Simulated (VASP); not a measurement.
# CdS (F-43m) in VASP: further runs

CdS is run at these levels: PBE; tasks: single point.

Program: VASP 6.6.1. These are calculated values, not measurements. Logs are shortened: lines on timing, memory, paths and dates and some standing lists are left out, and cuts for length are marked.

## 1. The cell of the first run

It takes space group F-43m (No. 216, cubic). Conventional cell: a = 5.966 Å, b = 5.966 Å, c = 5.966 Å, α = 90.00°, β = 90.00°, γ = 90.00°. Cd (site symmetry -43m) has 4 S at 2.58 Å within 3.4 Å. Within 3.4 Å of S (site symmetry -43m) lie 4 Cd at 2.58 Å.

## 2. Single point, PBE (volume scaled by 1.020)

INCAR reads:

```
  ALGO = Normal
  EDIFF = 1E-6
  ENCUT = 520
  GGA = PE
  ISIF = 2
  ISMEAR = 0
  LASPH = T
  LCHARG = F
  LREAL = F
  LWAVE = F
  NBANDS = 16
  NELM = 60
  PREC = Accurate
  SIGMA = 0.05
```

KPOINTS reads:

```
k-points
0
Gamma
  10 10 10
```

POSCAR reads:

```
CdS
1.0
    0.0000000000      2.9829794582      2.9829794582
    2.9829794582      0.0000000000      2.9829794582
    2.9829794582      2.9829794582      0.0000000000
Cd S
1 1
Direct
    0.0000000000      0.0000000000      0.0000000000
    0.7500000000      0.7500000000      0.7500000000
```

Potentials or basis: VASP PAW PBE potentials, release 64 (Cd, S).

Command:

```
cat potpaw_PBE.64/Cd/POTCAR potpaw_PBE.64/S/POTCAR > POTCAR
mpirun -np 1 vasp_std > vasp.out
```

OUTCAR:

```text
EDIFF = 1E-6
   ENCUT = 520
   GGA = PE
   ISIF = 2
   ISMEAR = 0
   LASPH = T
   LREAL = F
   NELM = 60
   PREC = Accurate

 ion  position               nearest neighbor table
   1  0.000  0.000  0.000-   2 2.58   2 2.58   2 2.58   2 2.58
   2  0.750  0.750  0.750-   1 2.58   1 2.58   1 2.58   1 2.58

  LATTYP: Found a face centered cubic cell.
 ALAT       =     5.9659589164

  Lattice vectors:

 A1 = (   0.0000000000,   2.9829794582,   2.9829794582)
 A2 = (   2.9829794582,   0.0000000000,   2.9829794582)
 A3 = (   2.9829794582,   2.9829794582,   0.0000000000)

Analysis of symmetry for initial positions (statically):
=====================================================================
 Subroutine PRICEL returns:
 Original cell was already a primitive cell.

 Routine SETGRP: Setting up the symmetry group for a
 face centered cubic supercell.

 Subroutine GETGRP returns: Found 24 space group operations
 (whereof 24 operations were pure point group operations)
 out of a pool of 48 trial point group operations.

The static configuration has the point symmetry T_d .

Analysis of symmetry for dynamics (positions and initial velocities):
=====================================================================
 Subroutine PRICEL returns:
 Original cell was already a primitive cell.

 Routine SETGRP: Setting up the symmetry group for a
 face centered cubic supercell.

 Subroutine GETGRP returns: Found 24 space group operations
 (whereof 24 operations were pure point group operations)
 out of a pool of 48 trial point group operations.

The dynamic configuration has the point symmetry T_d .

 Subroutine INISYM returns: Found 24 space group operations
 (whereof 24 operations are pure point group operations),
 and found     1 'primitive' translations

----------------------------------------------------------------------------------------

                                     Primitive cell

  volume of cell :      53.0861

  direct lattice vectors                    reciprocal lattice vectors
     0.000000000  2.982979458  2.982979458    -0.167617648  0.167617648  0.167617648
     2.982979458  0.000000000  2.982979458     0.167617648 -0.167617648  0.167617648
     2.982979458  2.982979458  0.000000000     0.167617648  0.167617648 -0.167617648

  length of vectors
     4.218570006  4.218570006  4.218570006     0.290322282  0.290322282  0.290322282

  position of ions in fractional coordinates (direct lattice)
     0.000000000  0.000000000  0.000000000
     0.750000000  0.750000000  0.750000000

  ion indices of the primitive-cell ions
   primitive index   ion index
                 1           1
                 2           2

----------------------------------------------------------------------------------------

 KPOINTS: k-points

Automatic generation of k-mesh.
 Grid dimensions read from file:
 generate k-points for:   10   10   10

 Generating k-lattice:

  Cartesian coordinates                     Fractional coordinates (reciprocal lattice)
    -0.016761765  0.016761765  0.016761765     0.100000000  0.000000000  0.000000000
     0.016761765 -0.016761765  0.016761765     0.000000000  0.100000000  0.000000000
     0.016761765  0.016761765 -0.016761765     0.000000000  0.000000000  0.100000000

  Length of vectors
     0.029032228  0.029032228  0.029032228

  Shift w.r.t. Gamma in fractional coordinates (k-lattice)
     0.000000000  0.000000000  0.000000000

 Subroutine IBZKPT returns following result:
 ===========================================

 Found     47 irreducible k-points:

 Following reciprocal coordinates:
            Coordinates               Weight
  0.000000  0.000000  0.000000      1.000000
  0.100000  0.000000  0.000000      8.000000
  0.200000  0.000000  0.000000      8.000000
  0.300000  0.000000  0.000000      8.000000
  0.400000  0.000000  0.000000      8.000000
  0.500000  0.000000  0.000000      4.000000
[... 16 lines left out ...]
  0.300000  0.300000  0.000000      6.000000
  0.400000  0.300000  0.000000     24.000000
 [... further k-points ...]
   k-points           NKPTS =     47   k-points in BZ     NKDIM =     47   number of bands    NBANDS=     16
   number of dos      NEDOS =    301   number of ions     NIONS =      2
   total plane-waves  NPLWV =  32768
   dimension x,y,z NGX =    32 NGY =   32 NGZ =   32
   dimension x,y,z NGXF=    64 NGYF=   64 NGZF=   64
   ions per type =               1   1
   NGX,Y,Z   is equivalent  to a cutoff of  12.61, 12.61, 12.61 a.u.
   NGXF,Y,Z  is equivalent  to a cutoff of  25.22, 25.22, 25.22 a.u.
 SYSTEM =  unknown system
   PREC   = accura    normal or accurate (medium, high low for compatibility)
   ISTART =      0    job   : 0-new  1-cont  2-samecut
   ICHARG =      2    charge: 1-file 2-atom 10-const
   ISPIN  =      1    spin polarized calculation?
   LNONCOLLINEAR =      F non collinear calculations
   LSORBIT =      F    spin-orbit coupling
   LASPH  =      T    aspherical Exc in radial PAW
   ENCUT  =  520.0 eV  38.22 Ry    6.18 a.u.   7.84  7.84  7.84*2*pi/ulx,y,z
   NELM   =     60;   NELMIN=  2; NELMDL= -5     # of ELM steps
   EDIFF  = 0.1E-05   stopping-criterion for ELM
   LREAL  =      F    real-space projection
   EDIFFG = 0.1E-04   stopping-criterion for IOM
   NSW    =      0    number of steps for IOM
   IBRION =     -1    ionic relax: 0-MD 1-quasi-New 2-CG
   NFREE  =      0    steps in history (QN), initial steepest desc. (CG)
   ISIF   =      2    stress and relaxation
   ISYM   =      2    0-nonsym 1-usesym 2-fastsym
   POTIM  = 0.5000    time-step for ionic-motion
   TEBEG  =    0.0;   TEEND  =   0.0 temperature during run
   PSTRESS=    0.0 pullay stress
   NELECT =      18.0000    total number of electrons
   NUPDOWN=      -1.0000    fix difference up-down
   EMIN   =  10.00;   EMAX   =-10.00  energy-range for DOS
   EFERMI =   0.00;   METHOD = LEGACY
   ISMEAR =     0;   SIGMA  =   0.05  broadening in eV -4-tet -1-fermi 0-gaus
   EFERMI_NEDOS =   21; number of points for ismear=-14 and -15
   IALGO  =     38    algorithm
   IMIX   =      4    mixing-type and parameters
     AMIX     =   0.40;   BMIX     =  1.00
     AMIX_MAG =   1.60;   BMIX_MAG =  1.00
  volume/ion in A,a.u.               =      26.54       179.12
  Fermi-wavevector in a.u.,A,eV,Ry     =   1.141578  2.157269 17.731102  1.303199
  Thomas-Fermi vector in A             =   2.278277
   LORBIT       =      0    0 simple, 1 ext, 2 COOP (PROOUT), +10 PAW based schemes
   GGA     = PE    functional components
   LHFCALC =     F    Hartree Fock is set to
   AEXX    =    0.0000 exact exchange contribution
   IVDW    =     0    specifies the selected vdW correction
   LEPSILON=     F    determine dielectric tensor
   LRPA    =     F    only Hartree local field effects (RPA)
 non-spin polarized calculation
 Gauss-broadening in eV      SIGMA  =   0.05
  energy-cutoff  :      520.00
  volume of cell :       53.09
 maximum number of plane-waves:      1459
   NGX = 15   NGY = 15   NGZ = 15

 number of electron      17.9999996 magnetization

 Free energy of the ion-electron system (eV)
  ---------------------------------------------------
  ext. energy  EPLUGINS =         0.00000000
  ---------------------------------------------------
  free energy    TOTEN  =        -6.14604417 eV

  energy without entropy =       -6.14604417  energy(sigma->0) =       -6.14604417

 E-fermi :   0.9900     XC(G=0):  -8.8373

 val. band max:        0.7600440146   @ k =   0.0000   0.0000   0.0000
 cond. band min:       1.7585599915   @ k =   0.0000   0.0000   0.0000
 fundamental gap:      0.9985159768
 Fermi energy:         0.9899780805

 k-point     1 :       0.0000    0.0000    0.0000
  band No.  band energies     occupation
      1     -11.2188      2.00000
      2      -6.7498      2.00000
      3      -6.7498      2.00000
      4      -6.7498      2.00000
      5      -6.3568      2.00000
      6      -6.3568      2.00000
[... 8 lines left out ...]
     15      12.1327      0.00000
     16      12.1327      0.00000

 k-point     2 :       0.1000    0.0000    0.0000
  band No.  band energies     occupation
      1     -11.1840      2.00000
      2      -6.7375      2.00000
      3      -6.7375      2.00000
      4      -6.7179      2.00000
      5      -6.3574      2.00000
      6      -6.3574      2.00000
[... 8 lines left out ...]
     15      11.7004      0.00000
     16      12.3341      0.00000

 k-point     3 :       0.2000    0.0000    0.0000
  band No.  band energies     occupation
      1     -11.0927      2.00000
      2      -6.7073      2.00000
      3      -6.7073      2.00000
      4      -6.6120      2.00000
      5      -6.3562      2.00000
      6      -6.3562      2.00000
[... 8 lines left out ...]
     15      11.3057      0.00000
     16      12.1999      0.00000

 k-point     4 :       0.3000    0.0000    0.0000
  band No.  band energies     occupation
      1     -10.9797      2.00000
      2      -6.6756      2.00000
      3      -6.6756      2.00000
      4      -6.4171      2.00000
      5      -6.3475      2.00000
      6      -6.3475      2.00000
[... 8 lines left out ...]
     15      11.5352      0.00000
     16      11.7030      0.00000
[... 324 lines left out ...]
 k-point    22 :      -0.2000    0.2000    0.0000
  band No.  band energies     occupation
      1     -10.9418      2.00000
      2      -6.6555      2.00000
      3      -6.6427      2.00000
      4      -6.4204      2.00000
      5      -6.3718      2.00000
      6      -6.2855      2.00000
[... 8 lines left out ...]
     15      12.5509      0.00000
     16      14.0828      0.00000

 k-point    23 :       0.3000    0.3000    0.0000
  band No.  band energies     occupation
      1     -10.9031      2.00000
      2      -6.5725      2.00000
      3      -6.5725      2.00000
      4      -6.5508      2.00000
      5      -6.3110      2.00000
      6      -6.3105      2.00000
[... 8 lines left out ...]
     15      12.6887      0.00000
     16      15.5414      0.00000

 k-point    24 :       0.4000    0.3000    0.0000
  band No.  band energies     occupation
      1     -10.8327      2.00000
      2      -6.5716      2.00000
      3      -6.5370      2.00000
      4      -6.4975      2.00000
      5      -6.3029      2.00000
      6      -6.1784      2.00000
[... 8 lines left out ...]
     15      13.0143      0.00000
     16      14.9251      0.00000

 [... further k-points ...]

------------------------ aborting loop because EDIFF is reached ----------------------------------------

  FORCE on cell =-STRESS in cart. coord.  units (eV):
  Direction    XX          YY          ZZ          XY          YZ          ZX
  --------------------------------------------------------------------------------------
  -------------------------------------------------------------------------------------
  Total       -0.2501298     -0.2501298     -0.2501298     -0.0000000     -0.0000000      0.0000000
  in kB       -7.5491017     -7.5491017     -7.5491017     -0.0000000     -0.0000000      0.0000000
  external PRESSURE =      -7.5491017 kB  Pullay stress =       0.0000000 kB

 VOLUME and BASIS-vectors are now :
 -----------------------------------------------------------------------------
  energy-cutoff  :      520.00
  volume of cell :       53.09
      direct lattice vectors                 reciprocal lattice vectors
     0.000000000  2.982979458  2.982979458    -0.167617648  0.167617648  0.167617648
     2.982979458  0.000000000  2.982979458     0.167617648 -0.167617648  0.167617648
     2.982979458  2.982979458  0.000000000     0.167617648  0.167617648 -0.167617648

 POSITION                                       TOTAL-FORCE (eV/Angst)
 -----------------------------------------------------------------------------------
      0.00000      0.00000      0.00000        -0.000000     -0.000000     -0.000000
      4.47447      4.47447      4.47447         0.000000      0.000000      0.000000
 -----------------------------------------------------------------------------------
    total drift:                                0.000000      0.000000      0.000000

  FREE ENERGIE OF THE ION-ELECTRON SYSTEM (eV)
  ---------------------------------------------------
  free  energy   TOTEN  =        -6.1460441666 eV

  energy  without entropy=       -6.1460441666  energy(sigma->0) =       -6.14604417
```

It took 13 s on 1 thread of Intel Xeon Platinum 8559C (Emerald Rapids), shared host; peak memory 0.19 GiB.

What came out:

```yaml
Free_energy: -6.1460 eV
Pressure: -0.8 GPa
Band_gap_on_the_k_mesh: 1.00 eV, direct
```

## 3. Single point, PBE (volume scaled by 1.040)

INCAR reads:

```
SYSTEM = CdS
PREC     = Accurate       ! precision mode
ENCUT    = 520            ! plane-wave cutoff, eV
EDIFF    = 1E-6           ! SCF threshold, eV
ISMEAR   = 0              ! smearing method
SIGMA    = 0.05           ! smearing width, eV
LREAL    = .False.        ! projectors in reciprocal space
LASPH    = .True.         ! aspherical terms in the spheres
NELM     = 60             ! most SCF steps
ALGO     = Normal         ! electronic algorithm
ISIF     = 2              ! what is computed and relaxed
LWAVE    = .False.        ! write WAVECAR
LCHARG   = .False.        ! write CHGCAR
GGA      = PE             ! functional
NBANDS   = 16             ! bands
```

KPOINTS reads:

```
regular mesh
0
Gamma
  10 10 10
  0 0 0
```

POSCAR reads:

```
CdS
1.0
    0.0000000000      3.0023499975      3.0023499975
    3.0023499975      0.0000000000      3.0023499975
    3.0023499975      3.0023499975      0.0000000000
Cd S
1 1
Direct
    0.0000000000      0.0000000000      0.0000000000
    0.7500000000      0.7500000000      0.7500000000
```

Potentials or basis: VASP PAW PBE potentials, release 64 (Cd, S).

Command:

```
cat potpaw_PBE.64/Cd/POTCAR potpaw_PBE.64/S/POTCAR > POTCAR
mpirun -np 1 vasp_std > vasp.out
```

OUTCAR:

```text
SYSTEM = CdS
   PREC = Accurate
   ENCUT = 520
   EDIFF = 1E-6
   ISMEAR = 0
   LREAL = .False.
   LASPH = .True.
   NELM = 60
   ISIF = 2
   GGA = PE

 ion  position               nearest neighbor table
   1  0.000  0.000  0.000-   2 2.60   2 2.60   2 2.60   2 2.60
   2  0.750  0.750  0.750-   1 2.60   1 2.60   1 2.60   1 2.60

  LATTYP: Found a face centered cubic cell.
 ALAT       =     6.0046999950

  Lattice vectors:

 A1 = (   0.0000000000,   3.0023499975,   3.0023499975)
[... 641 lines left out ...]

------------------------ aborting loop because EDIFF is reached ----------------------------------------

  FORCE on cell =-STRESS in cart. coord.  units (eV):
  Direction    XX          YY          ZZ          XY          YZ          ZX
  --------------------------------------------------------------------------------------
  -------------------------------------------------------------------------------------
  Total       -0.5676932     -0.5676932     -0.5676932      0.0000000     -0.0000000     -0.0000000
  in kB      -16.8039085    -16.8039085    -16.8039085      0.0000000     -0.0000000     -0.0000000
  external PRESSURE =     -16.8039085 kB  Pullay stress =       0.0000000 kB

 VOLUME and BASIS-vectors are now :
 -----------------------------------------------------------------------------
  energy-cutoff  :      520.00
  volume of cell :       54.13
      direct lattice vectors                 reciprocal lattice vectors
     0.000000000  3.002349998  3.002349998    -0.166536213  0.166536213  0.166536213
     3.002349998  0.000000000  3.002349998     0.166536213 -0.166536213  0.166536213
     3.002349998  3.002349998  0.000000000     0.166536213  0.166536213 -0.166536213

 POSITION                                       TOTAL-FORCE (eV/Angst)
 -----------------------------------------------------------------------------------
      0.00000      0.00000      0.00000         0.000000      0.000000     -0.000000
      4.50352      4.50352      4.50352        -0.000000     -0.000000      0.000000
 -----------------------------------------------------------------------------------
    total drift:                                0.000000      0.000000      0.000001

  FREE ENERGIE OF THE ION-ELECTRON SYSTEM (eV)
  ---------------------------------------------------
  free  energy   TOTEN  =        -6.1382760906 eV

  energy  without entropy=       -6.1382760906  energy(sigma->0) =       -6.13827609
```

OSZICAR:

```text
N       E                     dE             d eps       ncg     rms          rms(c)
DAV:   1     0.106816113862E+03    0.10682E+03   -0.90232E+03  1552   0.102E+03
DAV:   2    -0.227299093602E+01   -0.10909E+03   -0.10268E+03  1832   0.247E+02
DAV:   3    -0.667310532774E+01   -0.44001E+01   -0.43914E+01  1880   0.517E+01
DAV:   4    -0.670136483494E+01   -0.28260E-01   -0.28257E-01  1888   0.408E+00
DAV:   5    -0.670177722034E+01   -0.41239E-03   -0.41238E-03  1904   0.464E-01    0.675E+00
DAV:   6    -0.615435522467E+01    0.54742E+00   -0.89625E-01  2296   0.109E+01    0.563E+00
DAV:   7    -0.613798979969E+01    0.16365E-01   -0.17472E-01  1856   0.286E+00    0.285E+00
DAV:   8    -0.613803397928E+01   -0.44180E-04   -0.14814E-02  1760   0.147E+00    0.245E-01
DAV:   9    -0.613802198756E+01    0.11992E-04   -0.16794E-03  1888   0.547E-01    0.681E-02
DAV:  10    -0.613819066372E+01   -0.16868E-03   -0.24107E-04  1832   0.137E-01    0.755E-02
DAV:  11    -0.613828120850E+01   -0.90545E-04   -0.14497E-04  1904   0.832E-02    0.277E-02
DAV:  12    -0.613827509109E+01    0.61174E-05   -0.16965E-05  1880   0.458E-02    0.777E-03
DAV:  13    -0.613827609063E+01   -0.99954E-06   -0.23403E-06  1824   0.937E-03
   1 F= -.61382761E+01 E0= -.61382761E+01  d E =-.840448E-13
```

It took 15 s on 1 thread of Intel Xeon Platinum 8559C (Emerald Rapids), shared host; peak memory 0.19 GiB.

Results:

| Quantity | Value |
| --- | --- |
| Free energy | -6.1383 eV |
| Pressure | -1.7 GPa |
| Band gap on the k mesh | 0.95 eV, direct |

Levels at points of the mesh, in eV from the valence-band top:
```csv
k point,band 7,band 8,band 9,band 10,band 11,band 12
"(0.00, 0.00, 0.00)",0.00,0.00,0.00,0.95,6.54,6.54
"(0.50, 0.00, 0.00)",-3.90,-0.63,-0.63,2.87,6.99,6.99
"(0.50, 0.50, 0.00)",-3.58,-1.60,-1.60,3.69,4.21,8.88
```

(Part 1 of 2 ends here.)
